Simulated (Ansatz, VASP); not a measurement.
**Two plane-wave programs on Hf3Si2F**

```
CELL_PARAMETERS angstrom
4.50362 0.00000 0.00000
-2.25181 3.90025 0.00000
0.00000 0.00000 5.89421
ATOMIC_POSITIONS crystal
Hf 0.66667 0.33333 0.50000
Hf 0.00000 0.00000 0.00000
Hf 0.00000 0.00000 0.50000
Si 0.33333 0.66667 0.28394
Si 0.33333 0.66667 0.71606
F 0.66667 0.33333 0.00000
```

Change from the starting cell: species swapped into the Sr2Al3Ge type (P-6m2, No. 187).

Alike in both runs: task relaxation of cell and atoms; functional PBE; k mesh 6 × 6 × 4; occupations gaussian, width 0.1 eV; no spin polarisation.

|  | VASP | Ansatz |
| --- | --- | --- |
| version | VASP 6.6.1 | Ansatz 0.2.0 |
| potentials or method | VASP PAW PBE potentials, release 64 (Hf_pv, Si, F), cutoff 600 eV | scalar-relativistic, plane waves, PAW |
| valence electrons in the cell | 45 | 93 |

|  | VASP | Ansatz | Ansatz less VASP |
| --- | --- | --- | --- |
| gap on the k mesh at the Fermi level, each at its own relaxed structure (eV) | none | none | - |
| relaxed volume (Å³/atom) | 17.19 | 17.28 | +0.087 |
| relaxed length of the cell vector where the two differ most in proportion (Å) | 5.764 | 5.779 | +0.0154 |

A gap of «none» marks a metal or a gap that the smearing closes. VASP's potentials hold 45 valence electrons a cell and Ansatz's 93, so a difference there can come from the potentials and not from the codes.

Spin-orbit coupling is off throughout.
